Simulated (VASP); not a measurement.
The system is Ti4CuAg.

```xyz
6
Lattice="2.9338 0.0000 0.0000 0.0000 2.9338 0.0000 0.0000 0.0000 11.2545" Properties=species:S:1:pos:R:3 pbc="T T T"
Ti    1.4669    1.4669    2.0367
Ti    0.0000    0.0000    7.3430
Ti    0.0000    0.0000    3.9115
Ti    1.4669    1.4669    9.2178
Cu    1.4669    1.4669    5.6273
Ag    0.0000    0.0000    0.0000
```

* Program: VASP 6.6.1
* Task: relaxation of cell and atoms
* Functional: PBEsol
* Potentials or basis: VASP PAW PBE potentials, release 64 (Ti_sv, Cu, Ag)
* Cutoff: 600 eV
* k mesh: 9 × 9 × 3
* Occupations: gaussian, width 0.05 eV
* Spin: no spin polarisation

At the start: pressure -3.4 GPa; volume 16.14 Å³/atom.

Q: How do energy, volume and symmetry change on relaxing?

A: Over 7 steps the energy falls by 5.1 meV/atom and the volume is 15.71 Å³/atom (-2.7 %); space group P4/mmm (No. 123, to 0.1 Å) before and after.

The path:
| step | energy change (eV) | largest force (eV/Å) | pressure (GPa) | volume (Å³) |
| --- | --- | --- | --- | --- |
| 1 | 0.0000 | 0.0906 | -3.44 | 96.87 |
| 2 | -0.0094 | 0.0588 | 3.08 | 92.08 |
| 3 | -0.0297 | 0.0346 | 0.01 | 94.21 |
| 4 | -0.0297 | 0.0339 | 0.05 | 94.16 |
| 5 | -0.0300 | 0.0212 | 0.02 | 94.16 |
| 6 | -0.0303 | 0.0235 | 0.05 | 94.17 |
| 7 | -0.0304 | 0.0032 | -0.07 | 94.27 |

Final structure:
```xyz
6
Lattice="2.8995 0.0000 0.0000 0.0000 2.8995 0.0000 0.0000 0.0000 11.2131" Properties=species:S:1:pos:R:3 pbc="T T T"
Ti    1.4497    1.4497    2.0286
Ti    0.0000    0.0000    7.3240
Ti    0.0000    0.0000    3.8891
Ti    1.4497    1.4497    9.1845
Cu    1.4497    1.4497    5.6066
Ag    0.0000    2.8995    0.0000
```

Caveat: the PAW data sets were made with another functional, which shifts forces and pressure a little.
